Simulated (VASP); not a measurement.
# MoSe (I4/mmm) in VASP: further runs

MoSe is run at these levels: PBE; tasks: single point.

Program: VASP 6.6.1. These are calculated values, not measurements. Logs are shortened: lines on timing, memory, paths and dates and some standing lists are left out, and cuts for length are marked.

### 1 The cell of the first run

The structure is tetragonal, space group I4/mmm (No. 139). Conventional cell: a = 3.794 Å, b = 3.794 Å, c = 5.337 Å, α = 90.00°, β = 90.00°, γ = 90.00°. Mo (site symmetry 4/mmm) has 6 Se at 2.67 to 2.68 Å within 3.5 Å. Within 3.5 Å of Se (site symmetry 4/mmm) lie 6 Mo at 2.67 to 2.68 Å.

### 2 Single point, PBE, collinear spin (19.20 Å³/atom)

INCAR

```
PREC = Accurate
ENCUT = 520
EDIFF = 1E-7
ISMEAR = 0
SIGMA = 0.05
LREAL = False
LASPH = True
NELM = 150
ALGO = Normal
ISIF = 2
LWAVE = False
LCHARG = False
ISPIN = 2
MAGMOM = 2.24 -2.24 0 0
LORBIT = 11
LMAXMIX = 4
GGA = PE
NBANDS = 32
```

KPOINTS

```
regular mesh
0
Gamma
  12 12 6
```

POSCAR

```
MoSe
1.0
    0.0000000000      2.6825441072      2.6825441073
    5.3373433050      2.6825441073      2.6825441073
    5.3373433050      5.3650882146      0.0000000001
Mo Se
2 2
Direct
    0.5000000000      0.5000000000      0.0000000000
    0.5000000000      0.5000000000      0.5000000000
    0.0000000000      0.0000000000      0.0000000000
    0.0000000000      0.0000000000      0.5000000000
```

Potentials or basis: VASP PAW PBE potentials, release 64 (Mo_sv, Se).

Command:

```
cat potpaw_PBE.64/Mo_sv/POTCAR potpaw_PBE.64/Se/POTCAR > POTCAR
mpirun -np 1 vasp_std > vasp.out
```

OUTCAR:

```text
PREC = Accurate
   ENCUT = 520
   EDIFF = 1E-7
   ISMEAR = 0
   LREAL = False
   LASPH = True
   NELM = 150
   ISIF = 2
   ISPIN = 2
   LORBIT = 11
   GGA = PE

 ion  position               nearest neighbor table
   1  0.500  0.500  0.000-   3 2.67   3 2.67   4 2.68   4 2.68   4 2.68   4 2.68
   2  0.500  0.500  0.500-   4 2.67   4 2.67   3 2.68   3 2.68   3 2.68   3 2.68
   3  0.000  0.000  0.000-   1 2.67   1 2.67   2 2.68   2 2.68   2 2.68   2 2.68
   4  0.000  0.000  0.500-   2 2.67   2 2.67   1 2.68   1 2.68   1 2.68   1 2.68

  LATTYP: Found a simple tetragonal cell.
 ALAT       =     3.7936902581
 C/A-ratio  =     1.4069001267

  Lattice vectors:

 A1 = (   0.0000000000,  -2.6825441072,  -2.6825441073)
 A2 = (   0.0000000000,   2.6825441073,  -2.6825441072)
 A3 = (   5.3373433050,   0.0000000001,   0.0000000000)

Analysis of symmetry for initial positions (statically):
=====================================================================
 Subroutine PRICEL returns following result:

  LATTYP: Found a body centered tetragonal cell.
 ALAT       =     3.7936902581
 C/A-ratio  =     1.4069001267

  Lattice vectors:

 A1 = (  -2.6686716525,   0.0000000000,  -2.6825441073)
 A2 = (  -2.6686716525,  -0.0000000001,   2.6825441073)
 A3 = (   2.6686716525,   2.6825441073,   0.0000000000)

   2 primitive cells build up your supercell.

 Routine SETGRP: Setting up the symmetry group for a
 simple tetragonal supercell.

 Subroutine GETGRP returns: Found 16 space group operations
 (whereof 16 operations were pure point group operations)
 out of a pool of 16 trial point group operations.

The static configuration has the point symmetry D_4h.

Analysis of symmetry for dynamics (positions and initial velocities):
=====================================================================
 Subroutine PRICEL returns following result:

  LATTYP: Found a body centered tetragonal cell.
 ALAT       =     3.7936902581
 C/A-ratio  =     1.4069001267

  Lattice vectors:

 A1 = (  -2.6686716525,   0.0000000000,  -2.6825441073)
 A2 = (  -2.6686716525,  -0.0000000001,   2.6825441073)
 A3 = (   2.6686716525,   2.6825441073,   0.0000000000)

   2 primitive cells build up your supercell.

 Routine SETGRP: Setting up the symmetry group for a
 simple tetragonal supercell.

 Subroutine GETGRP returns: Found 16 space group operations
 (whereof 16 operations were pure point group operations)
 out of a pool of 16 trial point group operations.

The dynamic configuration has the point symmetry D_4h.

Analysis of structural, dynamic, and magnetic symmetry:
=====================================================================
 Subroutine PRICEL returns following result:

  LATTYP: Found a body centered tetragonal cell.
 ALAT       =     3.7936902581
 C/A-ratio  =     1.4069001267

  Lattice vectors:

 A1 = (  -2.6686716525,   0.0000000000,  -2.6825441073)
 A2 = (  -2.6686716525,  -0.0000000001,   2.6825441073)
 A3 = (   2.6686716525,   2.6825441073,   0.0000000000)

   2 primitive cells build up your supercell.

 Routine SETGRP: Setting up the symmetry group for a
 simple tetragonal supercell.

 Subroutine GETGRP returns: Found 16 space group operations
 (whereof 16 operations were pure point group operations)
 out of a pool of 16 trial point group operations.

The overall configuration has the point symmetry D_4h.

 Subroutine INISYM returns: Found 16 space group operations
 (whereof 16 operations are pure point group operations),
 and found     2 'primitive' translations

----------------------------------------------------------------------------------------

                                     Primitive cell

  volume of cell :      38.4078

  direct lattice vectors                    reciprocal lattice vectors
    -2.668671653  0.000000000 -2.682544107    -0.187359130  0.186390225 -0.186390225
    -2.668671653 -0.000000000  2.682544107    -0.187359130  0.186390225  0.186390225
     2.668671653  2.682544107  0.000000000    -0.000000000  0.372780450  0.000000000

  length of vectors
     3.783893666  3.783893666  3.783893666     0.323397705  0.323397705  0.372780450

  position of ions in fractional coordinates (direct lattice)
     0.500000000  0.500000000  0.000000000
     0.000000000  0.000000000  0.000000000

  ion indices of the primitive-cell ions
   primitive index   ion index
                 1           1
                 2           3

----------------------------------------------------------------------------------------

 KPOINTS: regular mesh

Automatic generation of k-mesh.
 Grid dimensions read from file:
 generate k-points for:   12   12    6

 Generating k-lattice:

  Cartesian coordinates                     Fractional coordinates (reciprocal lattice)
    -0.015613261  0.015532519  0.015532519     0.083333333  0.000000000  0.000000000
     0.015613261 -0.015532519  0.015532519     0.000000000  0.083333333 -0.000000000
[... 86 lines left out ...]
  ---------------------------------------------------
  ext. energy  EPLUGINS =         0.00000000
  ---------------------------------------------------
  free energy    TOTEN  =       -26.90151791 eV

  energy without entropy =      -26.89851541  energy(sigma->0) =      -26.90001666

 E-fermi :   8.7793     XC(G=0): -11.3174

 val. band max:        8.7722962583   @ k =   0.2500   0.2500   0.1667
 cond. band min:       8.7945796709   @ k =   0.1667  -0.0000   0.1667
 fundamental gap:      0.0222834127
 Fermi energy:         8.7792539022

 spin component 1

 k-point     1 :       0.0000    0.0000    0.0000
  band No.  band energies     occupation
      1     -53.2257      1.00000
      2     -51.7301      1.00000
      3     -27.5198      1.00000
      4     -27.3788      1.00000
      5     -27.3788      1.00000
      6     -25.8395      1.00000
[... 24 lines left out ...]
     31      18.7672      0.00000
     32      20.1644      0.00000

 k-point     2 :       0.0833   -0.0000   -0.0000
  band No.  band energies     occupation
      1     -53.2256      1.00000
      2     -51.7300      1.00000
      3     -27.5196      1.00000
      4     -27.3816      1.00000
      5     -27.3783      1.00000
      6     -25.8395      1.00000
[... 24 lines left out ...]
     31      18.4077      0.00000
     32      19.6938      0.00000
[... 733 lines left out ...]
     31      16.5627      0.00000
     32      16.8010      0.00000

 k-point    24 :      -0.4167    0.1667    0.0000
  band No.  band energies     occupation
      1     -53.2238      1.00000
      2     -51.7282      1.00000
      3     -27.5169      1.00000
      4     -27.4160      1.00000
      5     -27.3828      1.00000
      6     -25.8373      1.00000
[... 24 lines left out ...]
     31      16.2292      0.00000
     32      16.3900      0.00000

 [... further k-points ...]

 spin component 2

 k-point     1 :       0.0000    0.0000    0.0000
  band No.  band energies     occupation
      1     -53.2257      1.00000
      2     -51.7301      1.00000
      3     -27.5198      1.00000
      4     -27.3788      1.00000
      5     -27.3788      1.00000
      6     -25.8395      1.00000
[... 24 lines left out ...]
     31      18.7672      0.00000
     32      20.1644      0.00000

 k-point     2 :       0.0833   -0.0000   -0.0000
  band No.  band energies     occupation
      1     -53.2256      1.00000
      2     -51.7300      1.00000
      3     -27.5196      1.00000
      4     -27.3816      1.00000
      5     -27.3783      1.00000
      6     -25.8395      1.00000
[... 24 lines left out ...]
     31      18.4077      0.00000
     32      19.6934      0.00000
[... 733 lines left out ...]
     31      16.5627      0.00000
     32      16.8010      0.00000

 k-point    24 :      -0.4167    0.1667    0.0000
  band No.  band energies     occupation
      1     -53.2238      1.00000
      2     -51.7282      1.00000
      3     -27.5169      1.00000
      4     -27.4160      1.00000
      5     -27.3828      1.00000
      6     -25.8373      1.00000
[... 24 lines left out ...]
     31      16.2292      0.00000
     32      16.3900      0.00000

 [... further k-points ...]

------------------------ aborting loop because EDIFF is reached ----------------------------------------

  FORCE on cell =-STRESS in cart. coord.  units (eV):
  Direction    XX          YY          ZZ          XY          YZ          ZX
  --------------------------------------------------------------------------------------
  -------------------------------------------------------------------------------------
  Total        0.0769056      0.0807275      0.0807275      0.0000000     -0.0000000     -0.0000000
  in kB        1.6040560      1.6837714      1.6837714      0.0000000     -0.0000000     -0.0000000
  external PRESSURE =       1.6571996 kB  Pullay stress =       0.0000000 kB

 VOLUME and BASIS-vectors are now :
 -----------------------------------------------------------------------------
  energy-cutoff  :      520.00
  volume of cell :       76.82
      direct lattice vectors                 reciprocal lattice vectors
     0.000000000  2.682544107  2.682544107    -0.187359130  0.186390225  0.186390225
     5.337343305  2.682544107  2.682544107     0.187359130 -0.186390225  0.186390225
     5.337343305  5.365088215  0.000000000    -0.000000000  0.186390225 -0.186390225

 POSITION                                       TOTAL-FORCE (eV/Angst)
 -----------------------------------------------------------------------------------
      2.66867      2.68254      2.68254         0.000000      0.000000     -0.000000
      5.33734      5.36509      2.68254         0.000000     -0.000000      0.000000
      0.00000      0.00000      0.00000        -0.000000      0.000000     -0.000000
      2.66867      2.68254      0.00000        -0.000000      0.000000     -0.000000
 -----------------------------------------------------------------------------------
    total drift:                                0.000000      0.000000      0.000000

  FREE ENERGIE OF THE ION-ELECTRON SYSTEM (eV)
  ---------------------------------------------------
  free  energy   TOTEN  =       -26.9015179132 eV

  energy  without entropy=      -26.8985154090  energy(sigma->0) =      -26.90001666

 total charge

# of ion       s       p       d       tot
------------------------------------------
    1        2.209   6.078   3.974  12.260
    2        2.209   6.078   3.974  12.260
    3        1.433   2.390   0.091   3.913
    4        1.433   2.390   0.091   3.913
--------------------------------------------------
tot          7.283  16.934   8.129  32.346

 magnetization (x)

# of ion       s       p       d       tot
------------------------------------------
    1        0.030   0.018   2.253   2.301
    2       -0.030  -0.018  -2.253  -2.301
    3       -0.004  -0.005  -0.007  -0.015
    4        0.004   0.005   0.007   0.015
--------------------------------------------------
tot          0.000   0.000  -0.000  -0.000
```

Wall time 6.1 min (1 thread of AMD EPYC 9R45 (Zen 5), shared host); peak memory 0.52 GiB.

What came out:

* Free energy: -26.9015 eV
* Pressure: 0.2 GPa
* Band gap on the k mesh: zero (filled and empty bands overlap)
* Net moment: 0.00 μB per cell
* Site moments: Mo +2.30, -2.30; Se -0.01, +0.01 μB
* Valence electrons inside the program's atomic spheres: Mo 12.26; Se 3.91

Levels at points of the mesh, in eV from the Fermi level:
Spin up:
```tsv
k point	band 18	band 19	band 20	band 21	band 22	band 23
(0.00, 0.00, 0.00)	-2.11	-2.11	-1.77	-1.61	-1.39	-0.27
(0.50, 0.00, 0.00)	-0.82	-0.60	0.78	1.11	1.16	2.37
(0.50, 0.50, 0.00)	-3.39	-1.15	-0.59	-0.52	0.62	0.62
(0.00, 0.00, 0.50)	-0.92	-0.37	-0.32	0.28	0.59	1.08
(0.50, 0.00, 0.50)	-1.17	-0.52	-0.13	0.07	0.39	0.39
(0.00, 0.50, 0.50)	-1.80	-1.68	-0.45	-0.45	-0.40	0.28
```
Spin down:
| k point | band 17 | band 18 | band 19 | band 20 | band 21 | band 22 | band 23 | band 24 |
| --- | --- | --- | --- | --- | --- | --- | --- | --- |
| (0.00, 0.00, 0.00) | -2.29 | -2.11 | -2.11 | -1.77 | -1.61 | -1.39 | -0.27 | 0.79 |
| (0.50, 0.00, 0.00) | -0.93 | -0.82 | -0.60 | 0.78 | 1.11 | 1.16 | 2.37 | 2.47 |
| (0.50, 0.50, 0.00) | -3.39 | -3.39 | -1.15 | -0.59 | -0.52 | 0.62 | 0.62 | 1.07 |
| (0.00, 0.00, 0.50) | -1.60 | -0.92 | -0.37 | -0.32 | 0.28 | 0.59 | 1.08 | 1.23 |
| (0.50, 0.00, 0.50) | -1.17 | -1.17 | -0.52 | -0.13 | 0.07 | 0.39 | 0.39 | 1.05 |
| (0.00, 0.50, 0.50) | -3.22 | -1.80 | -1.68 | -0.45 | -0.45 | -0.40 | 0.28 | 1.17 |

### 3 Single point, PBE, collinear spin (18.82 Å³/atom)

This run uses another cell than the first one, of 18.82 Å³/atom.

INCAR

```
SYSTEM = MoSe
  ALGO = Normal
  EDIFF = 1E-6
  ENCUT = 520
  GGA = PE
  ISIF = 2
  ISMEAR = 0
  ISPIN = 2
  LASPH = .TRUE.
  LCHARG = .TRUE.
  LELF = .TRUE.
  LMAXMIX = 4
  LORBIT = 11
  LREAL = .FALSE.
  LVHAR = .TRUE.
  LWAVE = .FALSE.
  MAGMOM = 2.24 -2.24 0 0
  NBANDS = 32
  NELM = 150
  PREC = Accurate
  SIGMA = 0.05
```

KPOINTS

```
k-points
0
G
  12 12 6
  0 0 0
```

POSCAR

```
MoSe
1.0
    0.0000000000      2.6645399130      2.6645399131
    5.3015211296      2.6645399130      2.6645399131
    5.3015211296      5.3290798261      0.0000000001
Mo Se
2 2
Direct
    0.5000000000      0.5000000000      0.0000000000
    0.5000000000      0.5000000000      0.5000000000
    0.0000000000      0.0000000000      0.0000000000
    0.0000000000      0.0000000000      0.5000000000
```

Potentials or basis: VASP PAW PBE potentials, release 64 (Mo_sv, Se).

Command:

```
cat potpaw_PBE.64/Mo_sv/POTCAR potpaw_PBE.64/Se/POTCAR > POTCAR
mpirun -np 1 vasp_std > vasp.out
```

Wall time 4.4 min (1 thread of Intel Xeon 6975P-C (Granite Rapids), shared host); peak memory 0.55 GiB.

The run converged. Its results:

```
Free energy                                           : -26.8917 eV
Pressure                                              : 1.8 GPa
Band gap on the k mesh                                : zero (filled and empty bands overlap)
Net moment                                            : 0.00 μB per cell
Site moments                                          : Mo +2.20, -2.20; Se -0.01, +0.01 μB
Valence electrons inside the program's atomic spheres : Mo 12.29; Se 3.93
```

Stress tensor (GPa, compression positive):
```
1.94 0.00 0.00
0.00 1.75 0.00
0.00 0.00 1.75
```

Levels at points of the mesh, in eV from the Fermi level:
Spin up:
```
           k point  band 16  band 17  band 18  band 19  band 20  band 21  band 22  band 23  band 24  band 25
(0.00, 0.00, 0.00)    -2.30    -2.30    -2.15    -2.15    -1.78    -1.64    -1.48    -0.34     0.76     0.76
(0.50, 0.00, 0.00)    -5.17    -0.91    -0.79    -0.57     0.73     1.08     1.13     2.38     2.47     3.89
(0.50, 0.50, 0.00)    -3.74    -3.48    -3.48    -1.15    -0.60    -0.47     0.61     0.61     1.12     1.36
(0.00, 0.00, 0.50)    -4.94    -1.60    -0.89    -0.32    -0.27     0.21     0.56     1.05     1.21     3.57
(0.50, 0.00, 0.50)    -5.47    -1.15    -1.15    -0.47    -0.09     0.16     0.33     0.33     1.03     1.39
(0.00, 0.50, 0.50)    -3.54    -3.28    -1.92    -1.67    -0.48    -0.41    -0.41     0.37     1.14     1.14
```
Spin down:
| k point | band 17 | band 18 | band 19 | band 20 | band 21 | band 22 | band 23 | band 24 |
| --- | --- | --- | --- | --- | --- | --- | --- | --- |
| (0.00, 0.00, 0.00) | -2.30 | -2.15 | -2.15 | -1.78 | -1.64 | -1.48 | -0.34 | 0.76 |
| (0.50, 0.00, 0.00) | -0.91 | -0.79 | -0.57 | 0.73 | 1.08 | 1.13 | 2.38 | 2.47 |
| (0.50, 0.50, 0.00) | -3.48 | -3.48 | -1.15 | -0.60 | -0.47 | 0.61 | 0.61 | 1.12 |
| (0.00, 0.00, 0.50) | -1.60 | -0.89 | -0.32 | -0.27 | 0.21 | 0.56 | 1.05 | 1.21 |
| (0.50, 0.00, 0.50) | -1.15 | -1.15 | -0.47 | -0.09 | 0.16 | 0.33 | 0.33 | 1.03 |
| (0.00, 0.50, 0.50) | -3.28 | -1.92 | -1.67 | -0.48 | -0.41 | -0.41 | 0.37 | 1.14 |

### 4 Single point, PBE, collinear spin

INCAR

```
SYSTEM = MoSe
PREC     = Accurate       ! precision mode
ENCUT    = 520            ! plane-wave cutoff, eV
EDIFF    = 1E-7           ! SCF threshold, eV
ISMEAR   = 0              ! smearing method
SIGMA    = 0.05           ! smearing width, eV
LREAL    = .False.        ! projectors in reciprocal space
LASPH    = .True.         ! aspherical terms in the spheres
NELM     = 150            ! most SCF steps
ALGO     = Normal         ! electronic algorithm
ISIF     = 2              ! what is computed and relaxed
LWAVE    = .False.        ! write WAVECAR
LCHARG   = .True.         ! write CHGCAR
ISPIN    = 2              ! spin polarisation
MAGMOM   = 3 -3 0 0       ! initial moments
LORBIT   = 11             ! projections on sites
LMAXMIX  = 4              ! l up to which the mixer works
GGA      = PE             ! functional
LELF     = .True.         ! ELF
LVHAR    = .True.       
NBANDS   = 32             ! bands
```

KPOINTS

```
Automatic mesh
0
Gamma
  12 12 6
  0 0 0
```

POSCAR

```
MoSe
1.0
    0.0000000000      2.6825441072      2.6825441073
    5.3373433050      2.6825441072      2.6825441073
    5.3373433050      5.3650882146      0.0000000001
Mo Se
2 2
Direct
    0.5000000000      0.5000000000      0.0000000000
    0.5000000000      0.5000000000      0.5000000000
    0.0000000000      0.0000000000      0.0000000000
    0.0000000000      0.0000000000      0.5000000000
```

Command:

```
cat potpaw_PBE.64/Mo_sv/POTCAR potpaw_PBE.64/Se/POTCAR > POTCAR
mpirun -np 1 vasp_std > vasp.out
```

Run time: 5.7 min. Hardware: 1 thread of Intel Xeon 6975P-C (Granite Rapids), shared host; peak memory 0.56 GiB.

Results (log left out):

```
Free energy                                           : -26.9015 eV
Pressure                                              : 0.2 GPa
Band gap on the k mesh                                : zero (filled and empty bands overlap)
Net moment                                            : 0.00 μB per cell
Site moments                                          : Mo +2.30, -2.30; Se -0.01, +0.01 μB
Valence electrons inside the program's atomic spheres : Mo 12.26; Se 3.91
```

Levels at points of the mesh, in eV from the Fermi level:
Spin up:
```
           k point  band 18  band 19  band 20  band 21  band 22  band 23
(0.00, 0.00, 0.00)    -2.11    -2.11    -1.77    -1.61    -1.39    -0.27
(0.50, 0.00, 0.00)    -0.82    -0.60     0.78     1.11     1.16     2.37
(0.50, 0.50, 0.00)    -3.39    -1.15    -0.59    -0.52     0.62     0.62
(0.00, 0.00, 0.50)    -0.92    -0.37    -0.32     0.28     0.59     1.08
(0.50, 0.00, 0.50)    -1.17    -0.52    -0.13     0.07     0.39     0.39
(0.00, 0.50, 0.50)    -1.80    -1.68    -0.45    -0.45    -0.40     0.28
```
Spin down:
| k point | band 17 | band 18 | band 19 | band 20 | band 21 | band 22 | band 23 | band 24 |
| --- | --- | --- | --- | --- | --- | --- | --- | --- |
| (0.00, 0.00, 0.00) | -2.29 | -2.11 | -2.11 | -1.77 | -1.61 | -1.39 | -0.27 | 0.79 |
| (0.50, 0.00, 0.00) | -0.93 | -0.82 | -0.60 | 0.78 | 1.11 | 1.16 | 2.37 | 2.47 |
| (0.50, 0.50, 0.00) | -3.39 | -3.39 | -1.15 | -0.59 | -0.52 | 0.62 | 0.62 | 1.07 |
| (0.00, 0.00, 0.50) | -1.60 | -0.92 | -0.37 | -0.32 | 0.28 | 0.59 | 1.08 | 1.23 |
| (0.50, 0.00, 0.50) | -1.17 | -1.17 | -0.52 | -0.13 | 0.07 | 0.39 | 0.39 | 1.05 |
| (0.00, 0.50, 0.50) | -3.22 | -1.80 | -1.68 | -0.45 | -0.45 | -0.40 | 0.28 | 1.17 |

The gap in the log of VASP goes by the Fermi energy; the results here count the filled bands.